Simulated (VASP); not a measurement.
Set up this calculation in VASP 6.6.1, as the native input.

- Task: relaxation of cell and atoms
- Functional: PBE
- Potentials or basis: VASP PAW PBE potentials, release 64 (Sn_d, S)
- Cutoff: 600 eV
- k mesh: 6 × 6 × 6
- Occupations: gaussian, width 0.1 eV
- Spin: no spin polarisation
- Dipole correction: no
- Further INCAR settings: ALGO = Normal; EDIFF = 1e-06; IBRION = 2; EDIFFG = -0.04; NSW = 90; ISIF = 3

The structure of SnS3 lies in POSCAR:

```
SnS3
1.0
   -2.2518089800      2.2518089800      4.9296308300
    2.2518089800     -2.2518089800      4.9296308300
    2.2518089800      2.2518089800     -4.9296308300
Sn S
1 3
Direct
    0.0000000000      0.0000000000      0.0000000000
    0.7500000000      0.2500000000      0.5000000000
    0.2500000000      0.7500000000      0.5000000000
    0.5000000000      0.5000000000      0.0000000000
```

The cell was built from a structure type or drawn by symmetry, and may not be a known phase.

The input as run:

INCAR

```
ALGO = Normal
EDIFF = 1E-6
EDIFFG = -0.04
ENCUT = 600
GGA = PE
IBRION = 2
ISIF = 3
ISMEAR = 0
LASPH = T
LCHARG = F
LREAL = F
LWAVE = F
NELM = 60
NSW = 90
PREC = Accurate
SIGMA = 0.1
```

KPOINTS

```
k-points
0
Gamma
  6 6 6
```

Potentials or basis: VASP PAW PBE potentials, release 64 (Sn_d, S).

Launch:

```sh
$ cat potpaw_PBE.64/Sn_d/POTCAR potpaw_PBE.64/S/POTCAR > POTCAR
$ mpirun -np 1 vasp_std > vasp.out
```

Results of the run:

```
Relaxed volume                        : 22.22 Å³/atom
Relaxed cell                          : a = 7.039 Å, b = 7.039 Å, c = 7.039 Å, α = 149.63°, β = 149.63°, γ = 43.48°
Space group after relaxing (to 0.1 Å) : I4/mmm (No. 139)
Energy gained by relaxing             : 491.2 meV/atom
Ionic steps                           : 11
Pressure after relaxing               : -0.2 GPa
Band gap on the k mesh                : zero (bands 16 and 17 overlap by 1.34 eV)
```

Caveat: a cell axis changed by over 15 % at a fixed basis, so the end point is rough; spin-orbit coupling is left out, which moves the levels of the heavy elements.

Wall time 6.1 min on 1 thread of Intel(R) Xeon(R) 6975P-C (Granite Rapids), on a shared host, peak memory 0.39 GiB.
